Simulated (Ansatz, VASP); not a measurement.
Cu in VASP and in Ansatz

Contents of INCAR:

```
PREC = Accurate ; ENCUT = 520
EDIFF = 1E-6 ; ISMEAR = 0
SIGMA = 0.15 ; LREAL = F
LASPH = T ; NELM = 100
ALGO = Fast ; ISIF = 2
LWAVE = F ; LCHARG = F
GGA = PE ; NBANDS = 12
```

File KPOINTS:

```
regular mesh
0
Gamma
  22 22 22
```

The input POSCAR:

```
Cu
1.0
    0.0000000000      1.8075000000      1.8978750000
    1.8075000000      0.0000000000      1.8978750000
    1.8075000000      1.8075000000      0.0000000000
Cu
1
Direct
    0.0000000000      0.0000000000      0.0000000000
```

Input for Ansatz:

```yaml
crystal:
  lattice:
    - [0.0, 1.8075, 1.897875]
    - [1.8075, 0.0, 1.897875]
    - [1.8075, 1.8075, 0.0]
  atoms:
    - { symbol: Cu, position: [0.0, 0.0, 0.0] }
basis:
  ecutwfc: 420
kpoints:
  mp_grid: { grid: [22, 22, 22] }
hamiltonian:
  xc: pbe
scf:
  occupations: { method: gaussian, width: 0.15 }
output:
  forces: true
  stress: true
  eigenvalues: true
```

Change from the starting cell: strain +0.000 along x and y, +0.050 along z, atoms carried along.

Alike in both runs: task single point; functional PBE; k mesh 22 × 22 × 22; occupations gaussian, width 0.15 eV; no spin polarisation.

|  | VASP | Ansatz |
| --- | --- | --- |
| version | VASP 6.6.1 | Ansatz 0.2.0 |
| potentials or method | VASP PAW PBE potentials, release 64 (Cu), cutoff 520 eV | scalar-relativistic, plane waves, PAW |
| valence electrons in the cell | 11 | 19 |

```tsv
	VASP	Ansatz	Ansatz less VASP
gap on the k mesh at the Fermi level (eV)	none	none	-
pressure (GPa)	-4.0	-4.6	-0.65
traceless stress, the component that is largest in VASP (GPa)	-1.98	-1.98	-0.002
```

A gap of «none» marks a metal or a gap that the smearing closes. VASP's potentials hold 11 valence electrons a cell and Ansatz's 19, so a difference there can come from the potentials and not from the codes.
